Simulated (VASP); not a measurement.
Runs of VASP 6.6.1 on Se. The structure is that of space group P3_221 (No. 154), or close to it. The cells are those of the table. 

| level | cell | k mesh | grid for exact exchange (PRECFOCK) | share of exact exchange | screening parameter | gap on the mesh (eV) | pressure (GPa) | largest force (eV/Å) |
| --- | --- | --- | --- | --- | --- | --- | --- | --- |
| PBE | a = 4.326, b = 4.326, c = 4.916 Å, angles 90.0, 90.0, 120.0°, 3 atoms | 7 × 7 × 6 | - | - | - | 1.18 | 7.2 | 1.45 |
| PBE-based screened hybrid with 25 % exact exchange | a = 4.355, b = 4.355, c = 4.949 Å, angles 90.0, 90.0, 120.0°, 3 atoms | 4 × 4 × 3 | Normal | 0.25 | 0.2 1/Å | 2.61 | 3.3 | 0.57 |
| PBE-based screened hybrid with 25 % exact exchange | a = 4.355, b = 4.355, c = 4.949 Å, angles 90.0, 90.0, 120.0°, 3 atoms | 4 × 4 × 3 | Normal | 0.25 | 0.15 1/Å | 2.75 | (b) | 0.55 |
| PBE | a = 4.355, b = 4.355, c = 4.949 Å, angles 90.0, 90.0, 120.0°, 3 atoms | 7 × 7 × 6 | - | - | - | 1.16 | 5.7 | 1.19 |
| PBE | a = 4.441, b = 4.441, c = 5.047 Å, angles 90.0, 90.0, 120.0°, 3 atoms | 7 × 7 × 6 | - | - | - | 1.10 | 2.0 | 0.51 |
| PBE-based screened hybrid with 25 % exact exchange | a = 4.355, b = 4.355, c = 4.949 Å, angles 90.0, 90.0, 120.0°, 3 atoms | 4 × 4 × 3 | Normal | 0.25 | 0.3 1/Å | 2.39 | (a) | 0.62 |
| PBE-based screened hybrid with 25 % exact exchange | a = 4.355, b = 4.355, c = 4.949 Å, angles 90.0, 90.0, 120.0°, 3 atoms | 4 × 4 × 3 | Normal | 0.25 | 0.1 1/Å | 2.92 | 3.1 | 0.53 |
| PBE | a = 4.296, b = 4.296, c = 4.883 Å, angles 90.0, 90.0, 120.0°, 3 atoms | 7 × 7 × 6 | - | - | - | 1.20 | 8.8 | 1.73 |

Alike in all rows: task single point; potentials or basis VASP PAW PBE potentials, release 64 (Se); no spin polarisation; cutoff (eV) 520; smearing fermi-dirac 0.05 eV.

Problem. Fill in the values left out.

Solution. (a) 3.5; (b) 3.2.

Caveats: some runs use coarse meshes; an odd mesh through Γ misses points on the zone boundary, where band edges can lie; the PAW data sets were made with another functional, which shifts forces and pressure a little (at least some runs); the cell stands under pressure (at least some runs); forces of over 1 eV/Å act on the atoms, so gaps and moduli don't describe the material at rest (at least some runs).

A k mesh can miss the band edges, and the runs leave out spin-orbit coupling on Se.
